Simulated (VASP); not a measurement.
# LuPd in VASP: single point with LDA

Aim: the single point of LuPd with LDA.

Everything below comes from runs of VASP 6.6.1. Logs are shortened: lines on timing, memory, paths and dates and some standing lists are left out, and cuts for length are marked.

## Step 1: The cell of the first run

The cell holds a slab with vacuum, 8 atoms: a = 4.830 Å, b = 4.830 Å, c = 18.901 Å, α = 90.00°, β = 90.00°, γ = 60.00°.

## Step 2: Single point, LDA

INCAR

```
SYSTEM = LuPd
PREC = Accurate ; ENCUT = 520
EDIFF = 1E-6 ; ISMEAR = 1
SIGMA = 0.05 ; LREAL = .FALSE.
LASPH = .TRUE. ; NELM = 60
ALGO = Normal ; ISIF = 2
LWAVE = .FALSE. ; LCHARG = .FALSE.
LDIPOL = .TRUE. ; IDIPOL = 3
DIPOL = 0.5 0.5 0.494 ; GGA = CA
NBANDS = 80
```

KPOINTS

```
Automatic mesh
0
G
  4 4 1
  0 0 0
```

POSCAR

```
LuPd
1.0
    4.8295393155      0.0000000000      0.0000000000
    2.4147696578      4.1825037358      0.0000000000
    0.0000000000      0.0000000000     18.9007790925
Lu Pd
4 4
Direct
    0.0000000000      0.0000000000      0.3174472317
    0.6666666667      0.6666666667      0.4217630993
    0.3333333333      0.3333333333      0.5177809126
    0.0000000000      1.0000000000      0.6269043198
    0.3333333333      0.3333333333      0.3696051655
    0.0000000000      1.0000000000      0.4739210331
    0.6666666667      0.6666666667      0.5688310900
    0.3333333333      0.3333333333      0.6525021878
```

Potentials or basis: VASP PAW PBE potentials, release 64 (Lu, Pd).

Command:

```
$ cat potpaw_PBE.64/Lu/POTCAR potpaw_PBE.64/Pd/POTCAR > POTCAR
$ mpirun -np 1 vasp_std > vasp.out
```

OUTCAR:

```text
SYSTEM = LuPd
   PREC = Accurate
   ENCUT = 520
   EDIFF = 1E-6
   ISMEAR = 1
   LREAL = .FALSE.
   LASPH = .TRUE.
   NELM = 60
   ISIF = 2
   GGA = CA

 ion  position               nearest neighbor table
   1  0.000  0.000  0.317-   5 2.96   6 2.96   5 2.96   5 2.96   2 3.41   2 3.42   2 3.42
   2  0.667  0.667  0.422-   7 2.78   5 2.96   5 2.96   6 2.96   6 2.96   6 2.96   5 2.96   3 3.33
                             3 3.33   3 3.33   1 3.41   1 3.42   1 3.42
   3  0.333  0.333  0.518-   8 2.55   5 2.80   6 2.91   6 2.91   6 2.91   7 2.95   7 2.95   7 2.95
                             2 3.33   2 3.33   2 3.33   4 3.47   4 3.47   4 3.47
   4  0.000  0.000  0.627-   8 2.83   8 2.83   8 2.83   6 2.89   7 3.00   7 3.00   7 3.00   3 3.47
                             3 3.47   3 3.47
   5  0.333  0.333  0.370-   3 2.80   2 2.96   2 2.96   1 2.96   1 2.96   1 2.96   2 2.96   6 3.41
                             6 3.42   6 3.42
   6  0.000  0.000  0.474-   4 2.89   3 2.91   3 2.91   3 2.91   2 2.96   1 2.96   2 2.96   2 2.96
                             7 3.32   7 3.32   7 3.32   5 3.41   5 3.42   5 3.42
   7  0.667  0.667  0.569-   2 2.78   3 2.95   3 2.95   3 2.95   4 3.00   4 3.00   4 3.00   8 3.21
                             8 3.21   8 3.21   6 3.32   6 3.32   6 3.32
   8  0.333  0.333  0.653-   3 2.55   4 2.83   4 2.83   4 2.83   7 3.21   7 3.21   7 3.21

  LATTYP: Found a hexagonal cell.
 ALAT       =     4.8295393155
 C/A-ratio  =     3.9135780574

  Lattice vectors:

 A1 = (  -2.4147696578,  -4.1825037358,   0.0000000000)
 A2 = (   4.8295393155,   0.0000000000,   0.0000000000)
 A3 = (   0.0000000000,   0.0000000000,  18.9007790925)

Analysis of symmetry for initial positions (statically):
=====================================================================
 Subroutine PRICEL returns:
 Original cell was already a primitive cell.

 Routine SETGRP: Setting up the symmetry group for a
 hexagonal supercell.

 Subroutine GETGRP returns: Found  6 space group operations
 (whereof  6 operations were pure point group operations)
 out of a pool of 24 trial point group operations.

The static configuration has the point symmetry C_3v.

Analysis of symmetry for dynamics (positions and initial velocities):
=====================================================================
 Subroutine PRICEL returns:
 Original cell was already a primitive cell.

 Routine SETGRP: Setting up the symmetry group for a
 hexagonal supercell.

 Subroutine GETGRP returns: Found  6 space group operations
 (whereof  6 operations were pure point group operations)
 out of a pool of 24 trial point group operations.

The dynamic configuration has the point symmetry C_3v.

 Subroutine INISYM returns: Found  6 space group operations
 (whereof  6 operations are pure point group operations),
 and found     1 'primitive' translations

----------------------------------------------------------------------------------------

                                     Primitive cell

  volume of cell :     381.7875

  direct lattice vectors                    reciprocal lattice vectors
     4.829539315  0.000000000  0.000000000     0.207059087 -0.119545619  0.000000000
     2.414769658  4.182503736  0.000000000     0.000000000  0.239091239  0.000000000
     0.000000000  0.000000000 18.900779092     0.000000000  0.000000000  0.052907872

  length of vectors
     4.829539315  4.829539316 18.900779092     0.239091239  0.239091239  0.052907872

  position of ions in fractional coordinates (direct lattice)
     0.000000000  0.000000000  0.317447232
     0.666666667  0.666666667  0.421763099
     0.333333333  0.333333333  0.517780913
     0.000000000  0.000000000  0.626904320
     0.333333333  0.333333333  0.369605165
     0.000000000  0.000000000  0.473921033
     0.666666667  0.666666667  0.568831090
     0.333333333  0.333333333  0.652502188

  ion indices of the primitive-cell ions
   primitive index   ion index
                 1           1
                 2           2
                 3           3
                 4           4
                 5           5
                 6           6
                 7           7
                 8           8

----------------------------------------------------------------------------------------

 KPOINTS: Automatic mesh

Automatic generation of k-mesh.
 Grid dimensions read from file:
 generate k-points for:    4    4    1

 Generating k-lattice:

  Cartesian coordinates                     Fractional coordinates (reciprocal lattice)
     0.051764772 -0.029886405  0.000000000     0.250000000  0.000000000  0.000000000
     0.000000000  0.059772810  0.000000000     0.000000000  0.250000000  0.000000000
     0.000000000  0.000000000  0.052907872     0.000000000  0.000000000  1.000000000

  Length of vectors
     0.059772810  0.059772810  0.052907872

  Shift w.r.t. Gamma in fractional coordinates (k-lattice)
     0.000000000  0.000000000  0.000000000

 Subroutine IBZKPT returns following result:
 ===========================================

 Found      4 irreducible k-points:

 Following reciprocal coordinates:
            Coordinates               Weight
  0.000000  0.000000  0.000000      1.000000
  0.250000  0.000000  0.000000      6.000000
  0.500000  0.000000  0.000000      3.000000
  0.500000  0.250000  0.000000      6.000000
   k-points           NKPTS =      4   k-points in BZ     NKDIM =      4   number of bands    NBANDS=     80
   number of dos      NEDOS =    301   number of ions     NIONS =      8
   total plane-waves  NPLWV = 186624
   dimension x,y,z NGX =    36 NGY =   36 NGZ =  144
   dimension x,y,z NGXF=    72 NGYF=   72 NGZF=  288
   ions per type =               4   4
   NGX,Y,Z   is equivalent  to a cutoff of  12.39, 12.39, 12.67 a.u.
   NGXF,Y,Z  is equivalent  to a cutoff of  24.78, 24.78, 25.33 a.u.
 SYSTEM =  LuPd
   PREC   = accura    normal or accurate (medium, high low for compatibility)
   ISTART =      0    job   : 0-new  1-cont  2-samecut
   ICHARG =      2    charge: 1-file 2-atom 10-const
   ISPIN  =      1    spin polarized calculation?
   LNONCOLLINEAR =      F non collinear calculations
   LSORBIT =      F    spin-orbit coupling
   LASPH  =      T    aspherical Exc in radial PAW
   ENCUT  =  520.0 eV  38.22 Ry    6.18 a.u.   8.98  8.98 35.14*2*pi/ulx,y,z
   NELM   =     60;   NELMIN=  2; NELMDL= -5     # of ELM steps
   EDIFF  = 0.1E-05   stopping-criterion for ELM
   LREAL  =      F    real-space projection
   EDIFFG = 0.1E-04   stopping-criterion for IOM
   NSW    =      0    number of steps for IOM
   IBRION =     -1    ionic relax: 0-MD 1-quasi-New 2-CG
   NFREE  =      0    steps in history (QN), initial steepest desc. (CG)
   ISIF   =      2    stress and relaxation
   ISYM   =      2    0-nonsym 1-usesym 2-fastsym
   POTIM  = 0.5000    time-step for ionic-motion
   TEBEG  =    0.0;   TEEND  =   0.0 temperature during run
   PSTRESS=    0.0 pullay stress
   NELECT =     140.0000    total number of electrons
   NUPDOWN=      -1.0000    fix difference up-down
   EMIN   =  10.00;   EMAX   =-10.00  energy-range for DOS
   EFERMI =   0.00;   METHOD = LEGACY
   ISMEAR =     1;   SIGMA  =   0.05  broadening in eV -4-tet -1-fermi 0-gaus
   EFERMI_NEDOS =   21; number of points for ismear=-14 and -15
   IALGO  =     38    algorithm
   IMIX   =      4    mixing-type and parameters
     AMIX     =   0.40;   BMIX     =  1.00
     AMIX_MAG =   1.60;   BMIX_MAG =  1.00
  volume/ion in A,a.u.               =      47.72       322.05
  Fermi-wavevector in a.u.,A,eV,Ry     =   1.171773  2.214330 18.681515  1.373053
  Thomas-Fermi vector in A             =   2.308212
   LORBIT       =      0    0 simple, 1 ext, 2 COOP (PROOUT), +10 PAW based schemes
   GGA     = CA    functional components
   LHFCALC =     F    Hartree Fock is set to
   AEXX    =    0.0000 exact exchange contribution
   IVDW    =     0    specifies the selected vdW correction
   LEPSILON=     F    determine dielectric tensor
   LRPA    =     F    only Hartree local field effects (RPA)
 non-spin polarized calculation
 Methfessel and Paxton  Order N= 1 SIGMA  =   0.05
  energy-cutoff  :      520.00
  volume of cell :      381.79
 maximum number of plane-waves:     10323
 NGX is ok and might be reduce to    36
   NGX = 17   NGY = 17   NGZ = 71

 dipolmoment           0.000000      0.000000     -0.287121 electrons x Angstroem

 number of electron     140.0000049 magnetization

 dipolmoment           0.000000      0.000000      0.161589 electrons x Angstroem

 Free energy of the ion-electron system (eV)
  ---------------------------------------------------
  ext. energy  EPLUGINS =         0.00000000
  ---------------------------------------------------
  free energy    TOTEN  =       -50.04286739 eV

  energy without entropy =      -50.03205347  energy(sigma->0) =      -50.03926275

 E-fermi :   0.2580     XC(G=0):  -6.2485

 val. band max:        0.2363439332   @ k =   0.5000   0.2500   0.0000
 cond. band min:       0.2581333148   @ k =   0.2500   0.0000   0.0000
 fundamental gap:      0.0217893816
 Fermi energy:         0.2579861895

 k-point     1 :       0.0000    0.0000    0.0000
  band No.  band energies     occupation
      1     -56.9075      2.00000
      2     -55.8656      2.00000
      3     -55.6842      2.00000
      4     -55.2322      2.00000
      5     -27.8305      2.00000
      6     -27.6729      2.00000
[... 72 lines left out ...]
     79       3.1163      0.00000
     80       3.1395      0.00000

 k-point     2 :       0.2500    0.0000    0.0000
  band No.  band energies     occupation
      1     -56.9074      2.00000
      2     -55.8655      2.00000
      3     -55.6840      2.00000
      4     -55.2323      2.00000
      5     -27.8310      2.00000
      6     -27.6780      2.00000
[... 72 lines left out ...]
     79       2.4547      0.00000
     80       2.8808      0.00000

 k-point     3 :       0.5000    0.0000    0.0000
  band No.  band energies     occupation
      1     -56.9073      2.00000
      2     -55.8653      2.00000
      3     -55.6838      2.00000
      4     -55.2324      2.00000
      5     -27.8315      2.00000
      6     -27.6833      2.00000
[... 72 lines left out ...]
     79       2.5628      0.00000
     80       2.6983      0.00000

 k-point     4 :       0.5000    0.2500    0.0000
  band No.  band energies     occupation
      1     -56.9073      2.00000
      2     -55.8653      2.00000
      3     -55.6838      2.00000
      4     -55.2324      2.00000
      5     -27.8314      2.00000
      6     -27.6815      2.00000
[... 72 lines left out ...]
     79       2.2841      0.00000
     80       2.5757      0.00000

------------------------ aborting loop because EDIFF is reached ----------------------------------------

 vacuum level on the upper side and lower side of the slab       (xc-potential included)         0.461        -1.041

  FORCE on cell =-STRESS in cart. coord.  units (eV):
  Direction    XX          YY          ZZ          XY          YZ          ZX
  --------------------------------------------------------------------------------------
  -------------------------------------------------------------------------------------
  Total       -8.4151732     -8.4151732     -1.1405505     -0.0000000      0.0000000      0.0000000
  in kB      -35.3144048    -35.3144048     -4.7863379     -0.0000000      0.0000000      0.0000000
  external PRESSURE =     -25.1383825 kB  Pullay stress =       0.0000000 kB

 VOLUME and BASIS-vectors are now :
 -----------------------------------------------------------------------------
  energy-cutoff  :      520.00
  volume of cell :      381.79
      direct lattice vectors                 reciprocal lattice vectors
     4.829539315  0.000000000  0.000000000     0.207059087 -0.119545619  0.000000000
     2.414769658  4.182503736  0.000000000     0.000000000  0.239091239  0.000000000
     0.000000000  0.000000000 18.900779092     0.000000000  0.000000000  0.052907872

 POSITION                                       TOTAL-FORCE (eV/Angst)
 -----------------------------------------------------------------------------------
      0.00000      0.00000      6.00000         0.000000      0.000000      0.714754
      4.82954      2.78834      7.97165         0.000000      0.000000     -0.230161
      2.41477      1.39417      9.78646        -0.000000     -0.000000     -0.043255
      0.00000      0.00000     11.84898         0.000000      0.000000      0.030467
      2.41477      1.39417      6.98583        -0.000000     -0.000000     -0.214008
      0.00000      0.00000      8.95748         0.000000      0.000000     -0.371996
      4.82954      2.78834     10.75135         0.000000      0.000000      0.024799
      2.41477      1.39417     12.33280         0.000000      0.000000      0.089400
 -----------------------------------------------------------------------------------
    total drift:                                0.000000      0.000000      0.003067

  FREE ENERGIE OF THE ION-ELECTRON SYSTEM (eV)
  ---------------------------------------------------
  free  energy   TOTEN  =       -50.0428673878 eV

  energy  without entropy=      -50.0320534700  energy(sigma->0) =      -50.03926275

 vacuum level on the upper side and lower side of the slab         4.329         2.783
```

It took 5.6 min on 1 thread of Intel Xeon Platinum 8375C at 2.90GHz (Ice Lake), shared host; peak memory 0.39 GiB.

Results:

```
Free energy            : -50.0429 eV
Largest force          : 0.715 eV/Å
Band gap on the k mesh : zero (band 70 reaches 0.51 eV, above the bottom of band 71 at 0.24 eV)
```

Forces in eV/Å, atoms in the order of the input:
```
Lu   0.000  0.000  0.715
Lu   0.000  0.000 -0.230
Lu   0.000  0.000 -0.043
Lu   0.000  0.000  0.030
Pd   0.000  0.000 -0.214
Pd   0.000  0.000 -0.372
Pd   0.000  0.000  0.025
Pd   0.000  0.000  0.089
```

Levels at points of the mesh, in eV from the Fermi level:
| k point | band 66 | band 67 | band 68 | band 69 | band 70 | band 71 | band 72 | band 73 |
| --- | --- | --- | --- | --- | --- | --- | --- | --- |
| (0.00, 0.00, 0.00) | -2.05 | -2.05 | -1.45 | -0.57 | -0.57 | 0.43 | 0.77 | 0.77 |
| (0.50, 0.00, 0.00) | -2.12 | -2.05 | -1.26 | -0.42 | 0.25 | 0.55 | 0.60 | 0.85 |

Caveat: the k points lie up to 0.38 Å⁻¹ apart; the PAW data sets were made with another functional, which shifts forces and pressure a little; spin-orbit coupling is left out, which moves the levels of the heavy elements.
